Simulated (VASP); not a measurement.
# GaN in VASP: further runs, part 2 of 2

VASP 6.6.1. Earlier steps stand in the parts before.

**3. Relaxation of cell and atoms, PBEsol**

Input file INCAR:

```
  PREC = Accurate
  ENCUT = 600
  EDIFF = 1E-6
  ISMEAR = -1
  SIGMA = 0.05
  LREAL = Auto
  LASPH = True
  NELM = 60
  ALGO = Normal
  ISIF = 3
  LWAVE = False
  LCHARG = False
  GGA = PS
  IBRION = 2
  NSW = 100
  EDIFFG = -0.03
  LUSENCCL = False
```

Input file KPOINTS:

```
Automatic mesh
0
Gamma
  1 1 1
  0.5 0.5 0.5
```

Input file POSCAR:

```
GaN
1.0
    9.5482380000      0.0000000000      0.0000000000
    0.0000000000     11.0253550000      0.0000000000
    0.0000000000      0.0000000000     10.3712360000
Ga N
48 48
Direct
    0.1666670000      0.0833330000      0.2498450000
    0.1666670000      0.0833330000      0.7498450000
    0.0000000000      0.3333330000      0.2498450000
    0.0000000000      0.3333330000      0.7498450000
    0.5000000000      0.0833330000      0.2498450000
    0.5000000000      0.0833330000      0.7498450000
    0.3333330000      0.3333330000      0.2498450000
    0.3333330000      0.3333330000      0.7498450000
    0.1666670000      0.5833330000      0.2498450000
    0.1666670000      0.5833330000      0.7498450000
    0.0000000000      0.8333330000      0.2498450000
    0.0000000000      0.8333330000      0.7498450000
    0.8333330000      0.0833330000      0.2498450000
    0.8333330000      0.0833330000      0.7498450000
    0.6666670000      0.3333330000      0.2498450000
    0.6666670000      0.3333330000      0.7498450000
    0.5000000000      0.5833330000      0.2498450000
    0.5000000000      0.5833330000      0.7498450000
    0.3333330000      0.8333330000      0.2498450000
    0.3333330000      0.8333330000      0.7498450000
    0.8333330000      0.5833330000      0.2498450000
    0.8333330000      0.5833330000      0.7498450000
    0.6666670000      0.8333330000      0.2498450000
    0.6666670000      0.8333330000      0.7498450000
    0.0000000000      0.1666670000      0.4998450000
    0.0000000000      0.1666670000      0.9998450000
    0.3333330000      0.1666670000      0.4998450000
    0.3333330000      0.1666670000      0.9998450000
    0.1666670000      0.4166670000      0.4998450000
    0.1666670000      0.4166670000      0.9998450000
    0.0000000000      0.6666670000      0.4998450000
    0.0000000000      0.6666670000      0.9998450000
    0.6666670000      0.1666670000      0.4998450000
    0.6666670000      0.1666670000      0.9998450000
    0.5000000000      0.4166670000      0.4998450000
    0.5000000000      0.4166670000      0.9998450000
    0.3333330000      0.6666670000      0.4998450000
    0.3333330000      0.6666670000      0.9998450000
    0.1666670000      0.9166670000      0.4998450000
    0.1666670000      0.9166670000      0.9998450000
    0.8333330000      0.4166670000      0.4998450000
    0.8333330000      0.4166670000      0.9998450000
    0.6666670000      0.6666670000      0.4998450000
    0.6666670000      0.6666670000      0.9998450000
    0.5000000000      0.9166670000      0.4998450000
    0.5000000000      0.9166670000      0.9998450000
    0.8333330000      0.9166670000      0.4998450000
    0.8333330000      0.9166670000      0.9998450000
    0.0000000000      0.1666670000      0.1881550000
    0.0000000000      0.1666670000      0.6881550000
    0.3333330000      0.1666670000      0.1881550000
    0.3333330000      0.1666670000      0.6881550000
    0.1666670000      0.4166670000      0.1881550000
    0.1666670000      0.4166670000      0.6881550000
    0.0000000000      0.6666670000      0.1881550000
    0.0000000000      0.6666670000      0.6881550000
    0.6666670000      0.1666670000      0.1881550000
    0.6666670000      0.1666670000      0.6881550000
    0.5000000000      0.4166670000      0.1881550000
    0.5000000000      0.4166670000      0.6881550000
    0.3333330000      0.6666670000      0.1881550000
    0.3333330000      0.6666670000      0.6881550000
    0.1666670000      0.9166670000      0.1881550000
    0.1666670000      0.9166670000      0.6881550000
    0.8333330000      0.4166670000      0.1881550000
    0.8333330000      0.4166670000      0.6881550000
    0.6666670000      0.6666670000      0.1881550000
    0.6666670000      0.6666670000      0.6881550000
    0.5000000000      0.9166670000      0.1881550000
    0.5000000000      0.9166670000      0.6881550000
    0.8333330000      0.9166670000      0.1881550000
    0.8333330000      0.9166670000      0.6881550000
    0.1666670000      0.0833330000      0.4381550000
    0.1666670000      0.0833330000      0.9381550000
    0.0000000000      0.3333330000      0.4381550000
    0.0000000000      0.3333330000      0.9381550000
    0.5000000000      0.0833330000      0.4381550000
    0.5000000000      0.0833330000      0.9381550000
    0.3333330000      0.3333330000      0.4381550000
    0.3333330000      0.3333330000      0.9381550000
    0.1666670000      0.5833330000      0.4381550000
    0.1666670000      0.5833330000      0.9381550000
    0.0000000000      0.8333330000      0.4381550000
    0.0000000000      0.8333330000      0.9381550000
    0.8333330000      0.0833330000      0.4381550000
    0.8333330000      0.0833330000      0.9381550000
    0.6666670000      0.3333330000      0.4381550000
    0.6666670000      0.3333330000      0.9381550000
    0.5000000000      0.5833330000      0.4381550000
    0.5000000000      0.5833330000      0.9381550000
    0.3333330000      0.8333330000      0.4381550000
    0.3333330000      0.8333330000      0.9381550000
    0.8333330000      0.5833330000      0.4381550000
    0.8333330000      0.5833330000      0.9381550000
    0.6666670000      0.8333330000      0.4381550000
    0.6666670000      0.8333330000      0.9381550000
```

Potentials or basis: VASP PAW PBE potentials, release 64 (Ga_d, N).

Launch:

```bash
> cat potpaw_PBE.64/Ga_d/POTCAR potpaw_PBE.64/N/POTCAR > POTCAR
> mpirun -np 1 vasp_std > vasp.out
```

OUTCAR:

```text
PREC = Accurate
   ENCUT = 600
   EDIFF = 1E-6
   ISMEAR = -1
   LREAL = Auto
   LASPH = True
   NELM = 60
   ISIF = 3
   GGA = PS
   IBRION = 2
   NSW = 100
   EDIFFG = -0.03

 ion  position               nearest neighbor table
   1  0.167  0.083  0.250-  63 1.95  51 1.95  49 1.95  73 1.95
   2  0.167  0.083  0.750-  64 1.95  52 1.95  50 1.95  74 1.95
   3  0.000  0.333  0.250-  49 1.95  53 1.95  65 1.95  75 1.95
   4  0.000  0.333  0.750-  50 1.95  54 1.95  66 1.95  76 1.95
   5  0.500  0.083  0.250-  69 1.95  57 1.95  51 1.95  77 1.95
   6  0.500  0.083  0.750-  70 1.95  58 1.95  52 1.95  78 1.95
[... 88 lines left out ...]
  95  0.667  0.833  0.438-  43 1.95  47 1.95  45 1.95  23 1.95
  96  0.667  0.833  0.938-  44 1.95  48 1.95  46 1.95  24 1.95

  LATTYP: Found a simple orthorhombic cell.
 ALAT       =     9.5482380000
 B/A-ratio  =     1.0861937040
 C/A-ratio  =     1.1547004798

  Lattice vectors:

 A1 = (  -9.5482380000,   0.0000000000,   0.0000000000)
 A2 = (   0.0000000000,   0.0000000000,  10.3712360000)
 A3 = (   0.0000000000,  11.0253550000,   0.0000000000)

Analysis of symmetry for initial positions (statically):
=====================================================================
[... 184 lines left out ...]
  -------------------------------------------------------------------------------------
  Total      -12.6913515      1.6398764     -0.3843570      0.0000000      0.0000000      0.0000000
  in kB      -18.6239638      2.4064418     -0.5640259      0.0000000      0.0000000      0.0000000
  external PRESSURE =      -5.5938493 kB  Pullay stress =       0.0000000 kB
[... 507 lines left out ...]
--------------------------------------- Ionic step        5  -------------------------------------------

 number of electron     863.9999467 magnetization

 Free energy of the ion-electron system (eV)
  ---------------------------------------------------
  ext. energy  EPLUGINS =         0.00000000
  ---------------------------------------------------
  free energy    TOTEN  =      -633.04216679 eV

  energy without entropy =     -633.04216679  energy(sigma->0) =     -633.04216679

 E-fermi :   6.0165     XC(G=0): -11.9460

 val. band max:        4.6493687875   @ k =   0.5000   0.5000   0.5000
 cond. band min:       9.3967121480   @ k =   0.5000   0.5000   0.5000
 fundamental gap:      4.7473433605
 Fermi energy:         6.0165192542

 k-point     1 :       0.5000    0.5000    0.5000
  band No.  band energies     occupation
      1     -10.3073      2.00000
      2     -10.3073      2.00000
      3     -10.3073      2.00000
      4     -10.3073      2.00000
      5     -10.3073      2.00000
      6     -10.3073      2.00000
[... 436 lines left out ...]
    443      10.0389      0.00000
    444      10.0389      0.00000
 [bands above 444 left out]

------------------------ aborting loop because EDIFF is reached ----------------------------------------

  FORCE on cell =-STRESS in cart. coord.  units (eV):
  Direction    XX          YY          ZZ          XY          YZ          ZX
  --------------------------------------------------------------------------------------
  -------------------------------------------------------------------------------------
  Total       -0.3892977     -1.0922573     -0.8415177      0.0000000      0.0000000      0.0000000
  in kB       -0.5726144     -1.6065913     -1.2377807      0.0000000      0.0000000      0.0000000
  external PRESSURE =      -1.1389955 kB  Pullay stress =       0.0000000 kB
[... 111 lines left out ...]
  FREE ENERGIE OF THE ION-ELECTRON SYSTEM (eV)
  ---------------------------------------------------
  free  energy   TOTEN  =      -633.0421667881 eV

  energy  without entropy=     -633.0421667880  energy(sigma->0) =     -633.04216679

 reached required accuracy - stopping structural energy minimisation
```

CONTCAR:

```text
GaN
    1.000000000000000
     9.4885286830532944    0.0000000000000000    0.0000000000000000
     0.0000000000000000   11.0572189489796244    0.0000000000000000
     0.0000000000000000    0.0000000000000000   10.3821032282603998
  Ga              N
    48    48
Direct
     0.1666669999999968    0.0832291010236250    0.2499693492975202
     0.1666669999999968    0.0832291010236250    0.7499693492975201
     0.0000000000000000    0.3332291010236250    0.2499693492975202
     0.0000000000000000    0.3332291010236250    0.7499693492975201
     0.5000000000000000    0.0832291010236250    0.2499693492975202
     0.5000000000000000    0.0832291010236250    0.7499693492975201
[... 88 lines left out ...]
     0.6666669999999968    0.8330113046460450    0.4380306507024821
     0.6666669999999968    0.8330113046460450    0.9380306507024823

  0.00000000E+00  0.00000000E+00  0.00000000E+00
  0.00000000E+00  0.00000000E+00  0.00000000E+00
  0.00000000E+00  0.00000000E+00  0.00000000E+00
  0.00000000E+00  0.00000000E+00  0.00000000E+00
  0.00000000E+00  0.00000000E+00  0.00000000E+00
  0.00000000E+00  0.00000000E+00  0.00000000E+00
[... 88 lines left out ...]
  0.00000000E+00  0.00000000E+00  0.00000000E+00
  0.00000000E+00  0.00000000E+00  0.00000000E+00
```

It took 7.2 min on 1 × NVIDIA H100 80GB with 1 thread of AMD EPYC 7R13 (Zen 3), shared host; peak memory 2.2 GiB.

What came out:

```
Free energy                           : -633.0422 eV
Relaxed volume                        : 11.35 Å³/atom
Relaxed cell                          : a = 9.489 Å, b = 11.057 Å, c = 10.382 Å, α = 90.00°, β = 90.00°, γ = 90.00°
Space group after relaxing (to 0.1 Å) : P6_3mc (No. 186)
Energy gained by relaxing             : 0.4 meV/atom
Ionic steps                           : 5
Pressure after relaxing               : -0.1 GPa
Largest force after relaxing          : 0.025 eV/Å
Band gap on the k mesh                : 4.75 eV
```

Forces in eV/Å, atoms in the order of the input:
```
Ga   0.000 -0.002 -0.001
Ga   0.000 -0.002 -0.001
Ga   0.000 -0.002 -0.001
Ga   0.000 -0.002 -0.001
Ga   0.000 -0.002 -0.001
Ga   0.000 -0.002 -0.001
Ga   0.000 -0.002 -0.001
Ga   0.000 -0.002 -0.001
Ga   0.000 -0.002 -0.001
Ga   0.000 -0.002 -0.001
Ga   0.000 -0.002 -0.001
Ga   0.000 -0.002 -0.001
Ga   0.000 -0.002 -0.001
Ga   0.000 -0.002 -0.001
Ga   0.000 -0.002 -0.001
Ga   0.000 -0.002 -0.001
Ga   0.000 -0.002 -0.001
Ga   0.000 -0.002 -0.001
Ga   0.000 -0.002 -0.001
Ga   0.000 -0.002 -0.001
Ga   0.000 -0.002 -0.001
Ga   0.000 -0.002 -0.001
Ga   0.000 -0.002 -0.001
Ga   0.000 -0.002 -0.001
Ga   0.000  0.002 -0.001
Ga   0.000  0.002 -0.001
Ga   0.000  0.002 -0.001
Ga   0.000  0.002 -0.001
Ga   0.000  0.002 -0.001
Ga   0.000  0.002 -0.001
Ga   0.000  0.002 -0.001
Ga   0.000  0.002 -0.001
Ga   0.000  0.002 -0.001
Ga   0.000  0.002 -0.001
Ga   0.000  0.002 -0.001
Ga   0.000  0.002 -0.001
Ga   0.000  0.002 -0.001
Ga   0.000  0.002 -0.001
Ga   0.000  0.002 -0.001
Ga   0.000  0.002 -0.001
Ga   0.000  0.002 -0.001
Ga   0.000  0.002 -0.001
Ga   0.000  0.002 -0.001
Ga   0.000  0.002 -0.001
Ga   0.000  0.002 -0.001
Ga   0.000  0.002 -0.001
Ga   0.000  0.002 -0.001
Ga   0.000  0.002 -0.001
N    0.000  0.025  0.001
N    0.000  0.025  0.001
N    0.000  0.025  0.001
N    0.000  0.025  0.001
N    0.000  0.025  0.001
N    0.000  0.025  0.001
N    0.000  0.025  0.001
N    0.000  0.025  0.001
N    0.000  0.025  0.001
N    0.000  0.025  0.001
N    0.000  0.025  0.001
N    0.000  0.025  0.001
N    0.000  0.025  0.001
N    0.000  0.025  0.001
N    0.000  0.025  0.001
N    0.000  0.025  0.001
N    0.000  0.025  0.001
N    0.000  0.025  0.001
N    0.000  0.025  0.001
N    0.000  0.025  0.001
N    0.000  0.025  0.001
N    0.000  0.025  0.001
N    0.000  0.025  0.001
N    0.000  0.025  0.001
N    0.000 -0.025  0.001
N    0.000 -0.025  0.001
N    0.000 -0.025  0.001
N    0.000 -0.025  0.001
N    0.000 -0.025  0.001
N    0.000 -0.025  0.001
N    0.000 -0.025  0.001
N    0.000 -0.025  0.001
N    0.000 -0.025  0.001
N    0.000 -0.025  0.001
N    0.000 -0.025  0.001
N    0.000 -0.025  0.001
N    0.000 -0.025  0.001
N    0.000 -0.025  0.001
N    0.000 -0.025  0.001
N    0.000 -0.025  0.001
N    0.000 -0.025  0.001
N    0.000 -0.025  0.001
N    0.000 -0.025  0.001
N    0.000 -0.025  0.001
N    0.000 -0.025  0.001
N    0.000 -0.025  0.001
N    0.000 -0.025  0.001
N    0.000 -0.025  0.001
```

Stress tensor (GPa, compression positive):
```
-0.06  0.00  0.00
 0.00 -0.16  0.00
 0.00  0.00 -0.12
```

Step by step:
```
step  energy change (eV)  largest force (eV/Å)  pressure (GPa)  volume (Å³)
   1              0.0000                0.0175           -0.56      1091.81
   2             -0.0246                0.0836            0.55      1085.53
   3             -0.0295                0.0592            0.25      1087.34
   4             -0.0411                0.0337           -0.04      1088.72
   5             -0.0424                0.0248           -0.11      1089.26
```

Caveat: the k points lie up to 0.66 Å⁻¹ apart in the final cell; the PAW data sets were made with another functional, which shifts forces and pressure a little; a shifted mesh leaves out Γ, where band edges can lie. A k mesh can miss the band edges.
